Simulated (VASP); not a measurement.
# CdSe (gw) (R3m) in VASP: a series of runs

CdSe (gw) is run at these levels: PBEsol; tasks: single point.

All numbers are computed with VASP 6.6.1; they aren't measurements. Logs are shortened: lines on timing, memory, paths and dates and some standing lists are left out, and cuts for length are marked.

### 1 The cell of the first run

It takes space group R3m (No. 160, trigonal). Conventional cell: a = 4.344 Å, b = 4.344 Å, c = 10.440 Å, α = 90.00°, β = 90.00°, γ = 120.00°. Within 3.5 Å of Cd (site symmetry 3m) lie 4 Se at 2.64 to 2.65 Å. Within 3.5 Å of Se (site symmetry 3m) lie 4 Cd at 2.64 to 2.65 Å.

### 2 Single point, PBEsol

File INCAR:

```
SYSTEM = CdSe
PREC = Accurate
ENCUT = 500
EDIFF = 1E-6
ISMEAR = 0
SIGMA = 0.01
LREAL = .False.
LASPH = .True.
NELM = 120
ALGO = Normal
ISIF = 2
LWAVE = .False.
LCHARG = .True.
GGA = PS
LELF = .True.
LVHAR = .True.
NBANDS = 16
GGA_COMPAT = .False.
```

File KPOINTS:

```
regular mesh
0
Gamma
  3 3 3
  0 0 0
```

File POSCAR:

```
CdSe
1.0
   -0.0385573877      3.0329265004      3.0329265004
    3.0329265004     -0.0385573877      3.0329265004
    3.0329265004      3.0329265004     -0.0385573877
Cd Se
1 1
Direct
   -0.0013282628     -0.0013282628     -0.0013282628
    0.2513282628      0.2513282628      0.2513282628
```

Potentials or basis: VASP PAW PBE potentials, release 64 (Cd, Se).

Command:

```
> cat potpaw_PBE.64/Cd/POTCAR potpaw_PBE.64/Se/POTCAR > POTCAR
> mpirun -np 1 vasp_std > vasp.out
```

OUTCAR:

```text
SYSTEM = CdSe
   PREC = Accurate
   ENCUT = 500
   EDIFF = 1E-6
   ISMEAR = 0
   LREAL = .False.
   LASPH = .True.
   NELM = 120
   ISIF = 2
   GGA = PS

 ion  position               nearest neighbor table
   1  0.999  0.999  0.999-   2 2.64   2 2.65   2 2.65   2 2.65
   2  0.251  0.251  0.251-   1 2.64   1 2.65   1 2.65   1 2.65

  LATTYP: Found a trigonal (rhomboedric) cell.
 ALAT       =     4.2893790909
 COS(alpha) =     0.4872476941

  Lattice vectors:

 A1 = (  -0.0385573877,   3.0329265004,   3.0329265004)
 A2 = (   3.0329265004,  -0.0385573877,   3.0329265004)
 A3 = (   3.0329265004,   3.0329265004,  -0.0385573877)

Analysis of symmetry for initial positions (statically):
=====================================================================
 Subroutine PRICEL returns:
 Original cell was already a primitive cell.

 Routine SETGRP: Setting up the symmetry group for a
 trigonal (rhombohedral) supercell.

 Subroutine GETGRP returns: Found  6 space group operations
 (whereof  6 operations were pure point group operations)
 out of a pool of 12 trial point group operations.

The static configuration has the point symmetry C_3v.

Analysis of symmetry for dynamics (positions and initial velocities):
=====================================================================
 Subroutine PRICEL returns:
 Original cell was already a primitive cell.

 Routine SETGRP: Setting up the symmetry group for a
 trigonal (rhombohedral) supercell.

 Subroutine GETGRP returns: Found  6 space group operations
 (whereof  6 operations were pure point group operations)
 out of a pool of 12 trial point group operations.

The dynamic configuration has the point symmetry C_3v.

 Subroutine INISYM returns: Found  6 space group operations
 (whereof  6 operations are pure point group operations),
 and found     1 'primitive' translations

----------------------------------------------------------------------------------------

                                     Primitive cell

  volume of cell :      56.8616

  direct lattice vectors                    reciprocal lattice vectors
    -0.038557388  3.032926500  3.032926500    -0.161746392  0.163829140  0.163829140
     3.032926500 -0.038557388  3.032926500     0.163829140 -0.161746392  0.163829140
     3.032926500  3.032926500 -0.038557388     0.163829140  0.163829140 -0.161746392

  length of vectors
     4.289379091  4.289379091  4.289379091     0.282563036  0.282563036  0.282563036

  position of ions in fractional coordinates (direct lattice)
[... 60 lines left out ...]
   EDIFF  = 0.1E-05   stopping-criterion for ELM
   LREAL  =      F    real-space projection
   EDIFFG = 0.1E-04   stopping-criterion for IOM
   NSW    =      0    number of steps for IOM
   IBRION =     -1    ionic relax: 0-MD 1-quasi-New 2-CG
   NFREE  =      0    steps in history (QN), initial steepest desc. (CG)
   ISIF   =      2    stress and relaxation
   ISYM   =      2    0-nonsym 1-usesym 2-fastsym
   POTIM  = 0.5000    time-step for ionic-motion
   TEBEG  =    0.0;   TEEND  =   0.0 temperature during run
   PSTRESS=    0.0 pullay stress
   NELECT =      18.0000    total number of electrons
   NUPDOWN=      -1.0000    fix difference up-down
   EMIN   =  10.00;   EMAX   =-10.00  energy-range for DOS
   EFERMI =   0.00;   METHOD = LEGACY
   ISMEAR =     0;   SIGMA  =   0.01  broadening in eV -4-tet -1-fermi 0-gaus
   EFERMI_NEDOS =   21; number of points for ismear=-14 and -15
   IALGO  =     38    algorithm
   IMIX   =      4    mixing-type and parameters
     AMIX     =   0.40;   BMIX     =  1.00
     AMIX_MAG =   1.60;   BMIX_MAG =  1.00
  volume/ion in A,a.u.               =      28.43       191.86
  Fermi-wavevector in a.u.,A,eV,Ry     =   1.115731  2.108425 16.937277  1.244855
  Thomas-Fermi vector in A             =   2.252338
   LORBIT       =      0    0 simple, 1 ext, 2 COOP (PROOUT), +10 PAW based schemes
   GGA     = PS    functional components
   LHFCALC =     F    Hartree Fock is set to
   AEXX    =    0.0000 exact exchange contribution
   IVDW    =     0    specifies the selected vdW correction
   LEPSILON=     F    determine dielectric tensor
   LRPA    =     F    only Hartree local field effects (RPA)
 non-spin polarized calculation
 Gauss-broadening in eV      SIGMA  =   0.01
  energy-cutoff  :      500.00
  volume of cell :       56.86
 maximum number of plane-waves:      1454
   NGX = 15   NGY = 15   NGZ = 15

 number of electron      18.0000005 magnetization

 Free energy of the ion-electron system (eV)
  ---------------------------------------------------
  ext. energy  EPLUGINS =         0.00000000
  ---------------------------------------------------
  free energy    TOTEN  =        -5.95696770 eV

  energy without entropy =       -5.95696770  energy(sigma->0) =       -5.95696770

 E-fermi :   0.9363     XC(G=0):  -9.0100

 val. band max:        0.8749904407   @ k =   0.0000   0.0000   0.0000
 cond. band min:       1.2318865177   @ k =   0.0000   0.0000   0.0000
 fundamental gap:      0.3568960769
 Fermi energy:         0.9363060352

 k-point     1 :       0.0000    0.0000    0.0000
  band No.  band energies     occupation
      1     -11.7202      2.00000
      2      -7.1524      2.00000
      3      -7.1524      2.00000
      4      -7.1444      2.00000
      5      -6.7904      2.00000
      6      -6.7904      2.00000
[... 91 lines left out ...]
      3      -6.9628      2.00000
      4      -6.8251      2.00000
      5      -6.7780      2.00000
      6      -6.3558      2.00000
[... 8 lines left out ...]
     15      11.4319      0.00000
     16      14.6621      0.00000

------------------------ aborting loop because EDIFF is reached ----------------------------------------

  FORCE on cell =-STRESS in cart. coord.  units (eV):
  Direction    XX          YY          ZZ          XY          YZ          ZX
  --------------------------------------------------------------------------------------
  -------------------------------------------------------------------------------------
  Total        0.2110332      0.2110332      0.2110332      0.0891863      0.0891863      0.0891863
  in kB        5.9462389      5.9462389      5.9462389      2.5129845      2.5129845      2.5129845
  external PRESSURE =       5.9462389 kB  Pullay stress =       0.0000000 kB

 VOLUME and BASIS-vectors are now :
 -----------------------------------------------------------------------------
  energy-cutoff  :      500.00
  volume of cell :       56.86
      direct lattice vectors                 reciprocal lattice vectors
    -0.038557388  3.032926500  3.032926500    -0.161746392  0.163829140  0.163829140
     3.032926500 -0.038557388  3.032926500     0.163829140 -0.161746392  0.163829140
     3.032926500  3.032926500 -0.038557388     0.163829140  0.163829140 -0.161746392

 POSITION                                       TOTAL-FORCE (eV/Angst)
 -----------------------------------------------------------------------------------
      6.01929      6.01929      6.01929         0.003999      0.003999      0.003999
      1.51483      1.51483      1.51483        -0.003999     -0.003999     -0.003999
 -----------------------------------------------------------------------------------
    total drift:                               -0.000167     -0.000167     -0.000166

  FREE ENERGIE OF THE ION-ELECTRON SYSTEM (eV)
  ---------------------------------------------------
  free  energy   TOTEN  =        -5.9569677026 eV

  energy  without entropy=       -5.9569677026  energy(sigma->0) =       -5.95696770
```

Run time: 16 s. Hardware: 1 thread of AMD EPYC 7R13, shared host; peak memory 0.14 GiB.

Results:

- Free energy: -5.9570 eV
- Pressure: 0.6 GPa
- Largest force: 0.007 eV/Å
- Band gap on the k mesh: 0.36 eV, direct

Forces in eV/Å, atoms in the order of the input:
```
Cd   0.004  0.004  0.004
Se  -0.004 -0.004 -0.004
```

Stress tensor (GPa, compression positive):
```
0.59 0.25 0.25
0.25 0.59 0.25
0.25 0.25 0.59
```

Caveat: the k points lie up to 0.59 Å⁻¹ apart; the PAW data sets were made with another functional, which shifts forces and pressure a little.

### 3 Single point, PBEsol

File INCAR:

```
  PREC = Accurate
  ENCUT = 500
  EDIFF = 1E-6
  ISMEAR = 0
  SIGMA = 0.01
  LREAL = F
  LASPH = T
  NELM = 120
  ALGO = Normal
  ISIF = 2
  LWAVE = F
  LCHARG = F
  GGA = PS
  NBANDS = 16
  GGA_COMPAT = F
```

File KPOINTS:

```
Automatic mesh
0
Gamma
  3 3 3
```

POSCAR is that of step 2.

Potentials or basis: VASP PAW PBE potentials, release 64 (Cd, Se).

Command:

```
> cat potpaw_PBE.64/Cd/POTCAR potpaw_PBE.64/Se/POTCAR > POTCAR
> mpirun -np 1 vasp_std > vasp.out
```

Run time: 14 s. Hardware: 1 thread of AMD EPYC 7R13, shared host; peak memory 0.14 GiB.

The run converged. Its results:

| Item | Value |
| --- | --- |
| Free energy | -5.9570 eV |
| Pressure | 0.6 GPa |
| Largest force | 0.007 eV/Å |
| Band gap on the k mesh | 0.36 eV, direct |

Forces in eV/Å, atoms in the order of the input:
```
Cd   0.004  0.004  0.004
Se  -0.004 -0.004 -0.004
```

Stress tensor (GPa, compression positive):
```
0.59 0.25 0.25
0.25 0.59 0.25
0.25 0.25 0.59
```

Levels at points of the mesh, in eV from the valence-band top:
| k point | band 7 | band 8 | band 9 | band 10 | band 11 | band 12 |
| --- | --- | --- | --- | --- | --- | --- |
| (0.00, 0.00, 0.00) | -0.08 | -0.08 | 0.00 | 0.36 | 5.66 | 5.66 |

Caveat: the k points lie up to 0.59 Å⁻¹ apart; the PAW data sets were made with another functional, which shifts forces and pressure a little.
